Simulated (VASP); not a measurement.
# HfMoC2: single point with r2SCAN

HfMoC2:

```
Hf Mo C
1.0
     3.19142    0.00000    0.00000
     0.00000    3.19142    0.00000
     0.00000    0.00000    4.48516
Hf Mo C
1 1 2
Direct
  0.00000 0.00000 0.00000
  0.50000 0.50000 0.50000
  0.50000 0.50000 0.00000
  0.00000 0.00000 0.50000
```

```yaml
Program: VASP 6.6.1
Task: single point
Functional: r2SCAN
Potentials_or_basis: VASP PAW PBE potentials, release 64 (Hf_pv, Mo_sv, C)
Cutoff: 520 eV
k_mesh: 8 × 8 × 6
Occupations: fermi-dirac, width 0.05 eV
Spin: no spin polarisation
```

The pressure is -3.1 GPa and the band gap on the k mesh is zero (bands 16 and 17 overlap by 2.38 eV).

Stress tensor (GPa, compression positive):
```
-1.65  0.00  0.00
 0.00 -1.65  0.00
 0.00  0.00 -6.14
```

Levels at points of the mesh, in eV from the Fermi level:
```tsv
k point	band 13	band 14	band 15	band 16	band 17	band 18	band 19	band 20
(0.00, 0.00, 0.00)	-1.40	-1.38	-1.38	-0.44	-0.29	-0.02	-0.01	-0.01
(0.50, 0.00, 0.00)	-4.51	-3.97	-3.94	-0.45	1.03	2.27	3.27	3.51
(0.50, 0.50, 0.00)	-3.92	-1.42	-1.23	-1.23	-1.14	1.12	1.48	2.53
(0.00, 0.00, 0.50)	-2.40	-2.40	-1.86	-1.86	-1.30	-0.33	2.13	2.13
(0.50, 0.00, 0.50)	-5.45	-4.65	-4.54	1.09	1.10	1.83	4.77	5.61
(0.50, 0.50, 0.50)	-4.46	-4.46	-4.45	1.08	1.08	1.48	3.34	3.34
```

Run time: 2.2 min on 1 thread of Intel(R) Xeon(R) Platinum 8259CL CPU @ 2.50GHz (Skylake/Cascade Lake), on a shared host, peak memory 0.21 GiB.

Caveat: the cell stands under tension; the PAW data sets were made with another functional, which shifts forces and pressure a little; spin-orbit coupling is left out, which moves the levels of the heavy elements.
